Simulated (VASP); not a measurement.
Set up this calculation in VASP 6.6.1, as the native input.

* Task: single point
* Functional: RPBE
* Potentials or basis: VASP PAW PBE potentials, release 64 (Rh_pv)
* Cutoff: 520 eV
* k mesh: 16 × 16 × 16
* Occupations: fermi-dirac, width 0.1 eV
* Spin: no spin polarisation
* Dipole correction: no
* Further INCAR settings: ALGO = Normal; EDIFF = 1e-06; NBANDS = 14

The structure of Rh lies in POSCAR:

```
Rh
1.0
   -1.4818095225      1.4818095225      1.4818095225
    1.4818095225     -1.4818095225      1.4818095225
    1.4818095225      1.4818095225     -1.4818095225
Rh
1
Direct
    0.0000000000      0.0000000000      0.0000000000
```

This cell differs from its parent crystal: volume scaled by 0.88.

The input as run:

INCAR

```
SYSTEM = Rh
PREC = Accurate
ENCUT = 520
EDIFF = 1E-6
ISMEAR = -1
SIGMA = 0.1
LREAL = .FALSE.
LASPH = .TRUE.
NELM = 60
ALGO = Normal
ISIF = 2
LWAVE = .FALSE.
LCHARG = .FALSE.
GGA = RP
NBANDS = 14
```

KPOINTS

```
Automatic mesh
0
G
  16 16 16
  0 0 0
```

Potentials or basis: VASP PAW PBE potentials, release 64 (Rh_pv).

Run with:

```bash
$ cat potpaw_PBE.64/Rh_pv/POTCAR > POTCAR
$ mpirun -np 1 vasp_std > vasp.out
```

It gave:

```json
{
  "Pressure": "38.1 GPa"
}
```

Caveat: the PAW data sets were made with another functional, which shifts forces and pressure a little.

It took 15 s on 1 thread of Intel(R) Xeon(R) Platinum 8488C (Sapphire Rapids), with other jobs on the host, peak memory 0.14 GiB.
